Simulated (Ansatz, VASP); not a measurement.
**Al3BAs4: VASP beside Ansatz**

The input INCAR:

```
SYSTEM = Al3BAs4
PREC = Accurate
ENCUT = 520
EDIFF = 1E-7
ISMEAR = -1
SIGMA = 0.02
LREAL = .False.
LASPH = .True.
NELM = 60
ALGO = Normal
ISIF = 2
LWAVE = .False.
LCHARG = .True.
GGA = PE
LELF = .True.
LVHAR = .True.
NBANDS = 26
```

KPOINTS

```
regular mesh
0
Gamma
  6 6 6
  0 0 0
```

File POSCAR:

```
Al3BAs4
1.0
   -2.7365924551      2.7365924551      5.4321687324
    2.7365924551     -2.7365924551      5.4321687324
    2.7365924551      2.7365924551     -5.4321687324
B As Al
1 4 3
Direct
    0.0000000000      0.0000000000      0.0000000000
    0.3368458421      0.3368458421      0.4433804856
    0.1065346435      0.6631541579      0.0000000000
    0.8934653565      0.8934653565      0.5566195144
    0.6631541579      0.1065346435      0.0000000000
    0.7500000000      0.2500000000      0.5000000000
    0.5000000000      0.5000000000      0.0000000000
    0.2500000000      0.7500000000      0.5000000000
```

Input for Ansatz:

```yaml
crystal:
  lattice:
    - [-2.7365924551, 2.7365924551, 5.4321687324]
    - [2.7365924551, -2.7365924551, 5.4321687324]
    - [2.7365924551, 2.7365924551, -5.4321687324]
  atoms:
    - { symbol: B, position: [0.0, 0.0, 0.0] }
    - { symbol: As, position: [0.3368458421, 0.3368458421, 0.4433804856] }
    - { symbol: Al, position: [0.75, 0.25, 0.5] }
    - { symbol: As, position: [0.1065346435, 0.6631541579, 0.0] }
    - { symbol: Al, position: [0.5, 0.5, 0.0] }
    - { symbol: As, position: [0.8934653565, 0.8934653565, 0.5566195144] }
    - { symbol: Al, position: [0.25, 0.75, 0.5] }
    - { symbol: As, position: [0.6631541579, 0.1065346435, 0.0] }
kpoints:
  mp_grid: { grid: [6, 6, 6] }
  band_path:
    path:
      - [[0.0, 0.0, 0.0], [6.932565695775e-18, -6.932565695775e-18, 0.5], [0.25, 0.25, 0.25], [-5.08136321665e-18, 0.5, 5.08136321665e-18], [0.0, 0.0, 0.0], [0.5, 0.5, -0.5], [0.3134473892578, 0.6865526107422, -0.3134473892578]]
      - [[-0.3134473892578, 0.3134473892578, 0.3134473892578], [0.0, 0.0, 0.0]]
      - [[6.932565695775e-18, -6.932565695775e-18, 0.5], [-0.1268947785157, 0.1268947785157, 0.5]]
      - [[0.5, 0.5, -0.1268947785157], [0.5, 0.5, -0.5]]
    npoints: 10
hamiltonian:
  xc: pbe
scf:
  occupations: { method: fermi_dirac, width: 0.02 }
  n_extra_bands: 6
output:
  forces: true
  stress: true
  eigenvalues: true
```

Alike in both runs: task single point; functional PBE; k mesh 6 × 6 × 6; occupations fermi-dirac, width 0.02 eV; no spin polarisation.

|  | VASP | Ansatz |
| --- | --- | --- |
| version | VASP 6.6.1 | Ansatz 0.2.0 |
| potentials or method | VASP PAW PBE potentials, release 64 (B, As, Al) | plane waves, PAW |
| plane-wave cutoff (eV) | 520 | 420 |
| valence electrons in the cell | 32 | 72 |

```tsv
	VASP	Ansatz	Ansatz less VASP
gap on the k mesh at the Fermi level (eV)	1.04	1.05	+0.009
pressure (GPa)	2.1	1.8	-0.23
rms of the force components (eV/Å)	0.046	0.052	+0.0060
```

With one functional, cell and mesh, what is left measures potentials, basis and numerics. VASP's potentials hold 32 valence electrons a cell and Ansatz's 72, so a difference there can come from the potentials and not from the codes.
